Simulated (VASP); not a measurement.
A run of VASP 6.6.1:

File INCAR:

```
SYSTEM = Al7GaO12
PREC = Accurate
ENCUT = 700
EDIFF = 1E-6
ISMEAR = -1
SIGMA = 0.05
LREAL = Auto
LASPH = .TRUE.
NELM = 120
ALGO = Normal
ISIF = 2
LWAVE = .FALSE.
LCHARG = .FALSE.
GGA = PS
ISYM = -1
NBANDS = 384
GGA_COMPAT = .FALSE.
KPAR = 1
```

The input KPOINTS:

```
explicit points
1
Reciprocal
  0.25000000   0.25000000   0.25000000 1
```

POSCAR

```
Al7GaO12
1.0
   11.8683120000      0.0000000000     -0.0262040000
    0.0000000000      8.8035790000      0.0000000000
   -2.7170840000      0.0000000000     10.9810680000
Al Ga O
42 6 72
Direct
    0.4106820000      0.1693660000      0.1019350000
    0.4076290000      0.1634520000      0.6011350000
    0.4077050000      0.5012890000      0.6015990000
    0.4083450000      0.8324420000      0.1015570000
    0.1585220000      0.1658830000      0.1562270000
    0.1597600000      0.5009420000      0.1551440000
[... 112 lines left out ...]
    0.9925410000      0.8340760000      0.1277620000
    0.9967500000      0.8351210000      0.6288850000
```

Potentials or basis: VASP PAW PBE potentials, release 64 (Al, Ga_d, O).

Launch:

```bash
$ cat potpaw_PBE.64/Al/POTCAR potpaw_PBE.64/Ga_d/POTCAR potpaw_PBE.64/O/POTCAR > POTCAR
$ mpirun -np 4 vasp_std > vasp.out
```

Hardware: 4 MPI ranks on Intel(R) Xeon(R) 6975P-C (Granite Rapids), with other jobs on the host.

Problem. Estimate the wall time of this run.

Solution. Wall time 6.7 min on 4 MPI ranks on Intel(R) Xeon(R) 6975P-C (Granite Rapids), on a shared host, peak memory 0.63 GiB a rank. Counts: scf iterations 18, k points 1.
